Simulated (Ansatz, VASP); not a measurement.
**Two plane-wave programs on Ti2Al6H**

```xyz
9
Lattice="5.0242 0.0000 0.0000 2.1589 4.5367 0.0000 0.0000 0.0000 21.2187" Properties=species:S:1:pos:R:3 pbc="T T T"
Al    2.5121    0.0000    4.0000
Al    1.0794    2.2684    4.0000
Al    0.0000    0.0000    5.3414
Al    1.0794    2.2684    6.7763
Al    2.5121    0.0000    6.7763
Al    3.5915    2.2684    8.1187
Ti    3.5915    2.2684    5.3414
Ti    0.0000    0.0000    8.0567
H     5.1485    3.7806   10.3187
```

Alike in both runs: task single point; functional PBE; dispersion D3(BJ); k mesh 6 × 6 × 1; occupations gaussian, width 0.1 eV; no spin polarisation.

```csv
,VASP,Ansatz
version,VASP 6.6.1,Ansatz 0.2.0
potentials or method,"VASP PAW PBE potentials, release 64 (Al, Ti_sv, H), cutoff 520 eV","scalar-relativistic, plane waves, PAW"
valence electrons in the cell,43,43
```

|  | VASP | Ansatz | Ansatz less VASP |
| --- | --- | --- | --- |
| gap on the k mesh at the Fermi level (eV) | none | none | - |
| rms of the force components (eV/Å) | 0.354 | 0.354 | -0.0002 |

A gap of «none» marks a metal or a gap that the smearing closes.
